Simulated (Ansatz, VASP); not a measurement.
W: VASP beside Ansatz

Contents of INCAR:

```
SYSTEM = W
PREC     = Accurate       ! precision mode
ENCUT    = 520            ! plane-wave cutoff, eV
EDIFF    = 1E-6           ! SCF threshold, eV
ISMEAR   = 0              ! smearing method
SIGMA    = 0.1            ! smearing width, eV
LREAL    = .False.        ! projectors in reciprocal space
LASPH    = .True.         ! aspherical terms in the spheres
NELM     = 100            ! most SCF steps
ALGO     = Normal         ! electronic algorithm
ISIF     = 2              ! what is computed and relaxed
LWAVE    = .False.        ! write WAVECAR
LCHARG   = .False.        ! write CHGCAR
LDIPOL   = .True.       
IDIPOL   = 3            
DIPOL    = 0.5 0.5 0.500
GGA      = PS             ! functional
NBANDS   = 73             ! bands
```

File KPOINTS:

```
regular mesh
0
Gamma
  13 8 1
  0 0 0
```

POSCAR

```
W
1.0
    2.7317561330      0.0000000000      0.0000000000
    0.0000000000      4.4609390851      0.0000000000
    0.0000000000      0.0000000000     25.3020975264
W
9
Direct
    0.3333333333      0.5000000000      0.2964181129
    0.6666666667      0.0000000000      0.3473135846
    0.0000000000      0.5000000000      0.3982090564
    0.3333333333      0.0000000000      0.4491045282
    0.6666666667      0.5000000000      0.5000000000
    0.0000000000      0.0000000000      0.5508954718
    0.3333333333      0.5000000000      0.6017909436
    0.6666666667      0.0000000000      0.6526864154
    0.0000000000      0.5000000000      0.7035818871
```

Input for Ansatz:

```yaml
crystal:
  lattice:
    - [2.731756133, 0.0, 0.0]
    - [0.0, 4.4609390851, 0.0]
    - [0.0, 0.0, 25.3020975264]
  atoms:
    - { symbol: W, position: [0.3333333333, 0.5, 0.2964181129] }
    - { symbol: W, position: [0.6666666667, 0.0, 0.3473135846] }
    - { symbol: W, position: [0.0, 0.5, 0.3982090564] }
    - { symbol: W, position: [0.3333333333, 0.0, 0.4491045282] }
    - { symbol: W, position: [0.6666666667, 0.5, 0.5] }
    - { symbol: W, position: [0.0, 0.0, 0.5508954718] }
    - { symbol: W, position: [0.3333333333, 0.5, 0.6017909436] }
    - { symbol: W, position: [0.6666666667, 0.0, 0.6526864154] }
    - { symbol: W, position: [0.0, 0.5, 0.7035818871] }
basis:
  ecutwfc: 420
kpoints:
  mp_grid: { grid: [13, 8, 1] }
hamiltonian:
  xc: pbesol
scf:
  occupations: { method: gaussian, width: 0.1 }
output:
  forces: true
  stress: true
  eigenvalues: true
  write_density: true
  write_potential: true
  elf: true
  volumetric_format: npy
efield:
  axis: 3
  dipole_correction: true
  ramp_width: 0.04
```

Alike in both runs: task single point; functional PBEsol; k mesh 13 × 8 × 1; occupations gaussian, width 0.1 eV; no spin polarisation.

|  | VASP | Ansatz |
| --- | --- | --- |
| version | VASP 6.6.1 | Ansatz 0.2.0 |
| potentials or method | VASP PAW PBE potentials, release 64 (W_sv), cutoff 520 eV | scalar-relativistic, plane waves, PAW |
| valence electrons in the cell | 126 | 126 |

Ansatz gave:

* gap on the k mesh at the Fermi level (eV): none
* rms of the force components (eV/Å): 0.669

Q: Which values does VASP return?

A: gap on the k mesh at the Fermi level (eV): none; rms of the force components (eV/Å): 0.665.

VASP's potentials were made for PBE, not for PBEsol. Atom by atom the forces differ by 0.011 eV/Å (rms over components). A gap of «none» marks a metal or a gap that the smearing closes. Ansatz's warnings: xc potential rough in thin density.

Neither program's run includes spin-orbit coupling.
